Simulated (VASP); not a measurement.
# MoS2 (P6_3/mmc) in VASP: notebook, part 2 of 2

VASP 6.6.1. The steps go on from the part before.

## Step 3: Single point, PBE+D3(BJ)

The input, INCAR:

```
PREC     = Accurate       # precision mode
ENCUT    = 520            # plane-wave cutoff, eV
EDIFF    = 1E-6           # SCF threshold, eV
ISMEAR   = 0              # smearing method
SIGMA    = 0.05           # smearing width, eV
LREAL    = F              # projectors in reciprocal space
LASPH    = T              # aspherical terms in the spheres
NELM     = 100            # most SCF steps
ALGO     = Normal         # electronic algorithm
ISIF     = 2              # what is computed and relaxed
LWAVE    = F              # write WAVECAR
LCHARG   = F              # write CHGCAR
GGA      = PE             # functional
IVDW     = 12             # dispersion correction
NBANDS   = 35             # bands
```

The input, KPOINTS:

```
Automatic mesh
0
Gamma
  8 8 2
```

The input, POSCAR:

```
MoS2
1.0
    3.1491947499      0.0000000000      0.0000000000
   -1.5745973749      2.7272826549      0.0000000000
    0.0000000000      0.0000000000     12.0897450277
Mo S
2 4
Direct
    0.3333333333      0.6666666667      0.2500000000
    0.6666666667      0.3333333333      0.7500000000
    0.3333333333      0.6666666667      0.6204789569
    0.6666666667      0.3333333333      0.1204789569
    0.3333333333      0.6666666667      0.8795210431
    0.6666666667      0.3333333333      0.3795210431
```

Potentials or basis: VASP PAW PBE potentials, release 64 (Mo_sv, S).

Launch:

```
cat potpaw_PBE.64/Mo_sv/POTCAR potpaw_PBE.64/S/POTCAR > POTCAR
mpirun -np 1 vasp_std > vasp.out
```

Run time: 51 s. Hardware: 1 thread of Intel Xeon Platinum 8259CL at 2.50GHz (Skylake/Cascade Lake), shared host; peak memory 0.25 GiB.

The run converged. Its results:

* Free energy: -46.1698 eV
* Pressure: -0.1 GPa
* Largest force: 0.013 eV/Å
* Band gap on the k mesh: 0.90 eV, indirect (least direct gap 1.97 eV)
* Dispersion energy per atom: -0.438 eV

Forces in eV/Å, atoms in the order of the input:
```
Mo   0.000  0.000  0.000
Mo   0.000  0.000  0.000
S    0.000  0.000  0.013
S    0.000  0.000  0.013
S    0.000  0.000 -0.013
S    0.000  0.000 -0.013
```

Levels at points of the mesh, in eV from the valence-band top:
| k point | band 23 | band 24 | band 25 | band 26 | band 27 | band 28 | band 29 | band 30 |
| --- | --- | --- | --- | --- | --- | --- | --- | --- |
| (0.00, 0.00, 0.00) | -2.15 | -1.27 | -1.11 | 0.00 | 2.09 | 2.09 | 2.13 | 2.13 |
| (0.50, 0.00, 0.00) | -1.78 | -1.52 | -1.49 | -1.33 | 1.62 | 1.68 | 1.99 | 2.31 |
| (0.00, 0.00, 0.50) | -2.18 | -2.18 | -0.27 | -0.27 | 2.10 | 2.10 | 2.10 | 2.10 |
| (0.50, 0.00, 0.50) | -1.65 | -1.65 | -1.40 | -1.40 | 1.65 | 1.65 | 2.17 | 2.17 |

## Step 4: Single point, PBE+D3(BJ)

The input, INCAR:

```
PREC = Accurate
ENCUT = 520
EDIFF = 1E-6
ISMEAR = 0
SIGMA = 0.05
LREAL = False
LASPH = True
NELM = 80
ALGO = Normal
ISIF = 2
LWAVE = False
LCHARG = False
GGA = PE
IVDW = 12
NBANDS = 35
```

The input, KPOINTS:

```
regular mesh
0
Gamma
  8 8 2
```

The input, POSCAR:

```
MoS2
1.0
    3.1491947499      0.0000000000      0.0000000000
   -1.5745973749      2.7272826549      0.0000000000
    0.0000000000      0.0000000000     12.0897450277
Mo S
2 4
Direct
    0.3333333333      0.6666666667      0.2500000000
    0.6666666667      0.3333333333      0.7500000000
    0.3333333333      0.6666666667      0.6204899759
    0.6666666667      0.3333333333      0.1204899759
    0.3333333333      0.6666666667      0.8795100241
    0.6666666667      0.3333333333      0.3795100241
```

Launch:

```
cat potpaw_PBE.64/Mo_sv/POTCAR potpaw_PBE.64/S/POTCAR > POTCAR
mpirun -np 1 vasp_std > vasp.out
```

Run time: 39 s. Hardware: 1 thread of Intel Xeon Platinum 8559C (Emerald Rapids), shared host; peak memory 0.25 GiB.

The run converged. Its results:

```
Free energy                : -46.1698 eV
Pressure                   : -0.1 GPa
Largest force              : 0.011 eV/Å
Band gap on the k mesh     : 0.90 eV, indirect (least direct gap 1.97 eV)
Dispersion energy per atom : -0.438 eV
```

Forces on the atoms (eV/Å):
```
Mo   0.000  0.000  0.000
Mo   0.000  0.000  0.000
S    0.000  0.000  0.011
S    0.000  0.000  0.011
S    0.000  0.000 -0.011
S    0.000  0.000 -0.011
```

Levels at points of the mesh, in eV from the valence-band top:
```csv
k point,band 22,band 23,band 24,band 25,band 26,band 27,band 28,band 29,band 30,band 31
"(0.00, 0.00, 0.00)",-2.15,-2.15,-1.27,-1.11,0.00,2.09,2.09,2.13,2.13,2.23
"(0.50, 0.00, 0.00)",-2.55,-1.78,-1.52,-1.49,-1.33,1.62,1.68,1.99,2.31,2.83
"(0.00, 0.00, 0.50)",-2.18,-2.18,-2.18,-0.26,-0.26,2.10,2.10,2.10,2.10,2.36
"(0.50, 0.00, 0.50)",-2.74,-1.65,-1.65,-1.40,-1.40,1.65,1.65,2.17,2.17,3.23
```

## Step 5: Single point, PBE+D3(BJ)

The input, INCAR:

```
ALGO = Normal ; EDIFF = 1E-7
ENCUT = 520 ; GGA = PE
ISIF = 2 ; ISMEAR = 0
IVDW = 12 ; LASPH = T
LCHARG = T ; LELF = T
LREAL = F ; LVHAR = T
LWAVE = F ; NBANDS = 35
NELM = 80 ; PREC = Accurate
SIGMA = 0.05
```

The input, KPOINTS:

```
k-points
0
Gamma
  10 10 4
```

POSCAR is that of step 4.

Launch:

```
cat potpaw_PBE.64/Mo_sv/POTCAR potpaw_PBE.64/S/POTCAR > POTCAR
mpirun -np 1 vasp_std > vasp.out
```

It took 88 s on 1 thread of Intel Xeon Platinum 8559C (Emerald Rapids), shared host; peak memory 0.29 GiB.

It converged, with:

```
Free energy                : -46.1705 eV
Pressure                   : -0.1 GPa
Largest force              : 0.011 eV/Å
Band gap on the k mesh     : 0.84 eV, indirect (least direct gap 1.91 eV)
Dispersion energy per atom : -0.438 eV
```

Forces on the atoms (eV/Å):
```
Mo   0.000  0.000  0.000
Mo   0.000  0.000  0.000
S    0.000  0.000  0.011
S    0.000  0.000  0.011
S    0.000  0.000 -0.011
S    0.000  0.000 -0.011
```

Levels at points of the mesh, in eV from the valence-band top:
```
           k point  band 23  band 24  band 25  band 26  band 27  band 28  band 29  band 30
(0.00, 0.00, 0.00)    -2.15    -1.27    -1.11     0.00     2.09     2.09     2.13     2.13
(0.50, 0.00, 0.00)    -1.78    -1.52    -1.49    -1.33     1.62     1.68     1.99     2.31
(0.00, 0.00, 0.50)    -2.18    -2.18    -0.26    -0.26     2.10     2.10     2.10     2.10
(0.50, 0.00, 0.50)    -1.65    -1.65    -1.40    -1.40     1.65     1.65     2.17     2.17
```

## Step 6: Relaxation of cell and atoms, PBE+D3(BJ)

The input, INCAR:

```
ALGO     = Normal         # electronic algorithm
EDIFF    = 1E-6           # SCF threshold, eV
EDIFFG   = -0.01          # ionic threshold
ENCUT    = 600            # plane-wave cutoff, eV
GGA      = PE             # functional
IBRION   = 2              # ionic algorithm
ISIF     = 3              # what is computed and relaxed
ISMEAR   = 0              # smearing method
IVDW     = 12             # dispersion correction
LASPH    = T              # aspherical terms in the spheres
LCHARG   = F              # write CHGCAR
LREAL    = F              # projectors in reciprocal space
LWAVE    = F              # write WAVECAR
NELM     = 100            # most SCF steps
NSW      = 50             # ionic steps
PREC     = Accurate       # precision mode
SIGMA    = 0.05           # smearing width, eV
```

The input, KPOINTS:

```
k-points
0
Gamma
  8 8 2
```

POSCAR is that of step 5.

Potentials or basis: VASP PAW PBE potentials, release 64 (Mo_sv, S).

Launch:

```
cat potpaw_PBE.64/Mo_sv/POTCAR potpaw_PBE.64/S/POTCAR > POTCAR
mpirun -np 1 vasp_std > vasp.out
```

It took 2.3 min on 1 thread of Intel Xeon Platinum 8559C (Emerald Rapids), shared host; peak memory 0.31 GiB.

The run converged. Its results:

* Free energy: -46.1712 eV
* Relaxed volume: 17.30 Å³/atom
* Relaxed cell: a = 3.149 Å, b = 3.149 Å, c = 12.086 Å, α = 90.00°, β = 90.00°, γ = 120.00°
* Space group after relaxing (to 0.05 Å): P6_3/mmc (No. 194)
* Energy gained by relaxing: 0.0 meV/atom
* Ionic steps: 3
* Pressure after relaxing: 0.0 GPa
* Band gap on the k mesh: 0.90 eV, indirect (least direct gap 1.98 eV)
* Dispersion energy per atom: -0.438 eV

Forces on the atoms (eV/Å):
```
Mo   0.000  0.000  0.000
Mo   0.000  0.000  0.000
S    0.000  0.000 -0.003
S    0.000  0.000 -0.003
S    0.000  0.000  0.003
S    0.000  0.000  0.003
```

Final structure:
```cif
data_structure
_symmetry_space_group_name_H-M 'P 1'
_symmetry_Int_Tables_number 1
_cell_length_a 3.1487
_cell_length_b 3.1487
_cell_length_c 12.0864
_cell_angle_alpha 90.000
_cell_angle_beta 90.000
_cell_angle_gamma 120.000
_cell_volume 103.77
loop_
_atom_site_label
_atom_site_type_symbol
_atom_site_fract_x
_atom_site_fract_y
_atom_site_fract_z
_atom_site_occupancy
Mo1 Mo 0.33333 0.66667 0.25000 1
Mo2 Mo 0.66667 0.33333 0.75000 1
S1 S 0.33333 0.66667 0.62050 1
S2 S 0.66667 0.33333 0.12050 1
S3 S 0.33333 0.66667 0.87950 1
S4 S 0.66667 0.33333 0.37950 1
```

Levels at points of the mesh, in eV from the valence-band top:
| k point | band 24 | band 25 | band 26 | band 27 | band 28 | band 29 |
| --- | --- | --- | --- | --- | --- | --- |
| (0.00, 0.00, 0.00) | -1.28 | -1.11 | 0.00 | 2.09 | 2.09 | 2.13 |
| (0.50, 0.00, 0.00) | -1.53 | -1.49 | -1.34 | 1.62 | 1.68 | 1.99 |
| (0.00, 0.00, 0.50) | -2.18 | -0.27 | -0.27 | 2.10 | 2.10 | 2.10 |
| (0.50, 0.00, 0.50) | -1.65 | -1.40 | -1.40 | 1.64 | 1.64 | 2.17 |

## Step 7: Summary

| task | spin | cell | k mesh | cutoff (eV) | gap on the mesh (eV) | pressure (GPa) | largest force (eV/Å) |
| --- | --- | --- | --- | --- | --- | --- | --- |
| single point | collinear, ferromagnetic start | a = 3.149, b = 3.149, c = 12.090 Å, angles 90.0, 90.0, 120.0°, 6 atoms | 10 × 10 × 4 | 520 | 0.84 | -0.1 | 0.01 |
| single point | off | a = 3.149, b = 3.149, c = 12.090 Å, angles 90.0, 90.0, 120.0°, 6 atoms | 8 × 8 × 2 | 520 | 0.90 | -0.1 | 0.01 |
| single point | off | a = 3.149, b = 3.149, c = 12.090 Å, angles 90.0, 90.0, 120.0°, 6 atoms | 10 × 10 × 4 | 520 | 0.84 | -0.1 | 0.01 |
| relaxation of cell and atoms | off | relaxed from a = 3.149, b = 3.149, c = 12.090 Å, angles 90.0, 90.0, 120.0°, 6 atoms | 8 × 8 × 2 | 600 | 0.90 | 0.0 | - |

Alike in all rows: level PBE+D3(BJ); potentials or basis VASP PAW PBE potentials, release 64 (Mo_sv, S); smearing gaussian 0.05 eV.

On the cell as given the gap runs from 0.84 eV (PBE+D3(BJ)) to 0.90 eV (PBE+D3(BJ)); the meshes differ, which moves gaps too.

Absolute energies hang on the potentials; compare differences alone.

## Step 8: Comparison with measurements

Step 2. A measured gap of MoS2 is 1.3 eV (indirect; 300 K; “Multiwavelength excitation Raman Scattering Analysis of bulk and 2 dimensional MoS2: Vibrational properties of atomically thin MoS2 layers”, 2015, arxiv:1506.03228); the calculated 0.84 eV misses it by -0.46 eV. Spin-orbit coupling on Mo is left out. The value is that of PBE+D3(BJ) on a finite k mesh, which can miss the band edges, without temperature or zero-point motion. Semilocal functionals fall short of measured gaps as a rule.

Step 3. Measured gap of MoS2: 1.3 eV (indirect; 300 K; “Multiwavelength excitation Raman Scattering Analysis of bulk and 2 dimensional MoS2: Vibrational properties of atomically thin MoS2 layers”, 2015, arxiv:1506.03228). This calculation gives 0.90 eV (-0.40 eV). Spin-orbit coupling on Mo is left out. The value is that of PBE+D3(BJ) on a finite k mesh, which can miss the band edges, without temperature or zero-point motion. Semilocal functionals fall short of measured gaps as a rule.

Step 4. Measured gap of MoS2: 1.3 eV (indirect; 300 K; “Multiwavelength excitation Raman Scattering Analysis of bulk and 2 dimensional MoS2: Vibrational properties of atomically thin MoS2 layers”, 2015, arxiv:1506.03228). This calculation gives 0.90 eV (-0.40 eV). Spin-orbit coupling on Mo is left out. The value is that of PBE+D3(BJ) on a finite k mesh, which can miss the band edges, without temperature or zero-point motion. Semilocal functionals fall short of measured gaps as a rule.

Step 5. Against the measured gap of MoS2, 1.3 eV (indirect; 300 K; “Multiwavelength excitation Raman Scattering Analysis of bulk and 2 dimensional MoS2: Vibrational properties of atomically thin MoS2 layers”, 2015, arxiv:1506.03228), the calculated 0.84 eV is off by -0.46 eV. Spin-orbit coupling on Mo is left out. The value is that of PBE+D3(BJ) on a finite k mesh, which can miss the band edges, without temperature or zero-point motion. Semilocal functionals fall short of measured gaps as a rule.
